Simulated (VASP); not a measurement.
## TiCo3: single point with LDA

TiCo3:

```
Ti Co
1.0
     3.57100    0.00000    0.00000
     0.00000    3.57100    0.00000
     0.00000    0.00000    3.57100
Ti Co
1 3
Direct
  0.00000 0.00000 0.00000
  0.00000 0.50000 0.50000
  0.50000 0.00000 0.50000
  0.50000 0.50000 0.00000
```

| Quantity | Value |
| --- | --- |
| Program | VASP 6.6.1 |
| Task | single point |
| Functional | LDA |
| Potentials or basis | VASP PAW LDA potentials, release 64 (Ti_sv, Co_sv) |
| Cutoff | 600 eV |
| k mesh | 8 × 8 × 8 |
| Occupations | fermi-dirac, width 0.05 eV |
| Spin | collinear spin, ferromagnetic start |
| Starting moments | [0.0, 0.3, 0.3, 0.3] μB |

The pressure is -18.0 GPa and the net moment is 0.38 μB per cell. The site moments are Ti -0.04; Co +0.14 μB. The valence electrons inside the program's atomic spheres are Ti 10.44; Co 15.13.

Levels at points of the mesh, in eV from the Fermi level:
Spin up:
```
           k point  band 30  band 31  band 32  band 33  band 34  band 35
(0.00, 0.00, 0.00)     0.61     0.61     0.61     2.51     2.51     3.33
(0.50, 0.00, 0.00)    -0.63    -0.57     0.02     0.62     1.18     1.18
(0.50, 0.50, 0.00)    -0.87    -0.87    -0.43    -0.42     1.68     1.68
(0.50, 0.50, 0.50)     0.40     0.40     0.40     0.86     0.86     0.86
```
Spin down:
| k point | band 27 | band 28 | band 29 | band 30 | band 31 | band 32 | band 33 | band 34 | band 35 | band 36 |
| --- | --- | --- | --- | --- | --- | --- | --- | --- | --- | --- |
| (0.00, 0.00, 0.00) | 0.03 | 0.03 | 0.53 | 0.75 | 0.75 | 0.75 | 2.57 | 2.57 | 3.34 | 3.34 |
| (0.50, 0.00, 0.00) | -0.98 | -0.63 | -0.51 | -0.51 | -0.42 | 0.20 | 0.75 | 1.19 | 1.19 | 1.95 |
| (0.50, 0.50, 0.00) | -1.61 | -1.23 | -0.82 | -0.70 | -0.70 | -0.31 | -0.30 | 1.69 | 1.69 | 2.22 |
| (0.50, 0.50, 0.50) | -0.90 | -0.90 | 0.00 | 0.54 | 0.54 | 0.54 | 0.86 | 0.86 | 0.86 | 2.21 |

Run time: 90 s on 1 thread of Intel(R) Xeon(R) 6975P-C (Granite Rapids), on a shared host, peak memory 0.24 GiB.

Caveat: the cell stands under tension.
